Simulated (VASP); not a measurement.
BAs, 2 atoms in the cell. It takes space group F-43m (No. 216, cubic). The conventional cell has a = 4.871 Å, b = 4.871 Å, c = 4.871 Å, α = 90.00°, β = 90.00°, γ = 90.00°. Within 2.8 Å of As (site symmetry -43m) lie 4 B at 2.11 Å. B (site symmetry -43m) has 4 As at 2.11 Å within 2.8 Å. 

- Program: VASP 6.6.1
- Task: single point
- Functional: r2SCAN
- Dispersion: rVV10
- Potentials or basis: VASP PAW PBE potentials, release 64 (As_d, B)
- Cutoff: 620 eV
- k mesh: 10 × 10 × 10
- Occupations: fermi-dirac, width 0.05 eV
- Spin: no spin polarisation
- Dipole correction: no
- Further INCAR settings: ALGO = Normal; EDIFF = 1e-06; NBANDS = 16

Potentials or basis: VASP PAW PBE potentials, release 64 (As_d, B).

Command:

```bash
$ cat potpaw_PBE.64/As_d/POTCAR potpaw_PBE.64/B/POTCAR > POTCAR
$ cp INCAR.step1 INCAR
$ mpirun -np 1 vasp_std > vasp.out
$ cp INCAR.step2 INCAR
$ mpirun -np 1 vasp_std > vasp.out
```

Hardware: 1 thread of AMD EPYC 7R13 Processor (Zen 3), with other jobs on the host.

Problem. How long does it take, and how much memory?

Solution. Wall time 100 s on 1 thread of AMD EPYC 7R13 Processor (Zen 3), with other jobs on the host, peak memory 0.25 GiB. Counts: k points 47.
